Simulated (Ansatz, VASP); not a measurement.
Be2NiH in VASP and in Ansatz

Contents of INCAR:

```
ALGO = Normal
EDIFF = 1E-6
EDIFFG = -0.01
ENCUT = 600
GGA = PE
IBRION = 2
ISIF = 3
ISMEAR = 0
LASPH = T
LCHARG = F
LREAL = F
LWAVE = F
NELM = 60
NSW = 100
PREC = Accurate
SIGMA = 0.1
```

The input KPOINTS:

```
k-points
0
Gamma
  14 14 18
```

POSCAR

```
Be2NiH
1.0
    3.5583888744      0.0000000000      0.0000000000
    0.0000000000      3.5583888744      0.0000000000
    0.0000000000      0.0000000000      2.5812130739
Be Ni H
2 1 1
Direct
    0.0000000000      0.5000000000      0.5000000000
    0.5000000000      0.0000000000      0.5000000000
    0.0000000000      0.0000000000      0.0000000000
    0.5000000000      0.5000000000      0.5000000000
```

Input for Ansatz:

```yaml
crystal:
  lattice:
    - [3.5583888744, 0.0, 0.0]
    - [0.0, 3.5583888744, 0.0]
    - [0.0, 0.0, 2.5812130739]
  atoms:
    - { symbol: Be, position: [0.0, 0.5, 0.5] }
    - { symbol: Be, position: [0.5, 0.0, 0.5] }
    - { symbol: Ni, position: [0.0, 0.0, 0.0] }
    - { symbol: H, position: [0.5, 0.5, 0.5] }
basis:
  ecutwfc: 420
kpoints:
  mp_grid: { grid: [14, 14, 18] }
hamiltonian:
  xc: pbe
scf:
  occupations: { method: gaussian, width: 0.1 }
output:
  forces: true
  stress: true
  eigenvalues: true
  write_density: true
  write_potential: true
  elf: true
  volumetric_format: npy
relax:
  adjacent_minimum: "off"
  f_tol: 0.01
  max_steps: 80
  cell: { stress_tol: 0.05 }
```

Alike in both runs: task relaxation of cell and atoms; functional PBE; k mesh 14 × 14 × 18; occupations gaussian, width 0.1 eV; no spin polarisation.

```csv
,VASP,Ansatz
version,VASP 6.6.1,Ansatz 0.2.0
potentials or method,"VASP PAW PBE potentials, release 64 (Be, Ni, H), cutoff 600 eV","scalar-relativistic, plane waves, PAW"
valence electrons in the cell,15,23
```

|  | VASP | Ansatz | Ansatz less VASP |
| --- | --- | --- | --- |
| gap on the k mesh at the Fermi level, each at its own relaxed structure (eV) | none | none | - |
| relaxed volume (Å³/atom) | 8.16 | 8.17 | +0.007 |
| relaxed cell length with the largest relative difference (Å) | 2.547 | 2.540 | -0.0063 |

A gap of «none» marks a metal or a gap that the smearing closes. VASP's potentials hold 15 valence electrons a cell and Ansatz's 23, so a difference there can come from the potentials and not from the codes.
